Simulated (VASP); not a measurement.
A run of VASP 6.6.1 is set up as follows.

INCAR

```
PREC = Accurate
ENCUT = 600
EDIFF = 1E-6
ISMEAR = 0
SIGMA = 0.1
LREAL = False
LASPH = True
NELM = 100
ALGO = Normal
ISIF = 3
LWAVE = False
LCHARG = False
GGA = PE
IBRION = 2
NSW = 100
EDIFFG = -0.01
```

The input KPOINTS:

```
Automatic mesh
0
Gamma
  10 10 6
```

File POSCAR:

```
MgBCl5
1.0
    4.0753584460      0.0000000000      0.0000000000
    0.0000000000      4.0753584460      0.0000000000
    0.0000000000      0.0000000000      8.3259835820
Mg B Cl
1 1 5
Direct
    0.0000000000      0.0000000000      0.0000000000
    0.0000000000      0.0000000000      0.5000000000
    0.0000000000      0.5000000000      0.3181221230
    0.0000000000      0.5000000000      0.6818778770
    0.5000000000      0.0000000000      0.3181221230
    0.5000000000      0.0000000000      0.6818778770
    0.5000000000      0.5000000000      0.0000000000
```

Potentials or basis: VASP PAW PBE potentials, release 64 (Mg, B, Cl).

Command:

```console
$ cat potpaw_PBE.64/Mg/POTCAR potpaw_PBE.64/B/POTCAR potpaw_PBE.64/Cl/POTCAR > POTCAR
$ mpirun -np 1 vasp_std > vasp.out
```

(1) Estimate the band gap on the k mesh.

## Answers

(1) zero (band 20 reaches 3.54 eV, above the bottom of band 21 at 2.82 eV).
